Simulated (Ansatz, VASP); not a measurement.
## CoSi2 in VASP and in Ansatz

INCAR

```
SYSTEM = CoSi2
ALGO = Normal ; EDIFF = 1E-6
ENCUT = 520 ; GGA = PE
ISIF = 2 ; ISMEAR = 0
LASPH = .TRUE. ; LCHARG = .FALSE.
LREAL = .FALSE. ; LWAVE = .FALSE.
NBANDS = 16 ; NELM = 80
PREC = Accurate ; SIGMA = 0.15
```

KPOINTS

```
k-points
0
G
  18 18 18
  0 0 0
```

File POSCAR:

```
CoSi2
1.0
    0.0000000000      2.5219192086      3.0263030503
    2.5219192086      0.0000000000      3.0263030503
    2.5219192086      2.5219192086      0.0000000000
Co Si
1 2
Direct
    0.0000000000      0.0000000000      0.0000000000
    0.2500000000      0.2500000000      0.2500000000
    0.7500000000      0.7500000000      0.7500000000
```

Input for Ansatz:

```yaml
crystal:
  lattice:
    - [0.0, 2.5219192086, 3.0263030503]
    - [2.5219192086, 0.0, 3.0263030503]
    - [2.5219192086, 2.5219192086, 0.0]
  atoms:
    - { symbol: Co, position: [0.0, 0.0, 0.0] }
    - { symbol: Si, position: [0.25, 0.25, 0.25] }
    - { symbol: Si, position: [0.75, 0.75, 0.75] }
basis:
  ecutwfc: 420
kpoints:
  mp_grid: { grid: [18, 18, 18] }
hamiltonian:
  xc: pbe
scf:
  occupations: { method: gaussian, width: 0.15 }
output:
  forces: true
  stress: true
  eigenvalues: true
```

Alike in both runs: task single point; functional PBE; k mesh 18 × 18 × 18; occupations gaussian, width 0.15 eV; no spin polarisation.

|  | VASP | Ansatz |
| --- | --- | --- |
| version | VASP 6.6.1 | Ansatz 0.2.0 |
| potentials or method | VASP PAW PBE potentials, release 64 (Co, Si), cutoff 520 eV | scalar-relativistic, plane waves, PAW |
| valence electrons in the cell | 17 | 25 |

|  | VASP | Ansatz | Ansatz less VASP |
| --- | --- | --- | --- |
| gap on the k mesh at the Fermi level (eV) | none | none | - |
| pressure (GPa) | 1.5 | 1.7 | +0.19 |
| traceless stress, the component that is largest in VASP (GPa) | -9.46 | -9.52 | -0.062 |

A gap of «none» marks a metal or a gap that the smearing closes. VASP's potentials hold 17 valence electrons a cell and Ansatz's 25, so a difference there can come from the potentials and not from the codes.
